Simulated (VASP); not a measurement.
A run of VASP 6.6.1:

INCAR

```
ALGO = Normal
EDIFF = 1E-6
ENCUT = 520
ISIF = 2
ISMEAR = -1
LASPH = T
LCHARG = F
LREAL = F
LWAVE = F
NBANDS = 17
NELM = 60
PREC = Accurate
SIGMA = 0.05
```

Contents of KPOINTS:

```
k-points
0
Gamma
  12 12 6
```

POSCAR

```
Ca
1.0
    2.9236044784      0.0000000000      0.0000000000
   -1.4618022392      2.5319157489      0.0000000000
    0.0000000000      0.0000000000      4.4449765278
Ca
2
Direct
    0.3333333333      0.6666666667      0.2500000000
    0.6666666667      0.3333333333      0.7500000000
```

Potentials or basis: VASP PAW LDA potentials, release 64 (Ca_sv).

The run is started by

```console
$ cat potpaw_LDA.64/Ca_sv/POTCAR > POTCAR
$ mpirun -np 1 vasp_std > vasp.out
```

Hardware: 1 thread of Intel(R) Xeon(R) Platinum 8259CL CPU @ 2.50GHz (Skylake/Cascade Lake) (shared host).

**Question.** How long does it take, and how much memory?

**Answer.** Run time: 25 s on 1 thread of Intel(R) Xeon(R) Platinum 8259CL CPU @ 2.50GHz (Skylake/Cascade Lake) (shared host), peak memory 0.16 GiB. Counts: scf iterations 10, k points 76.
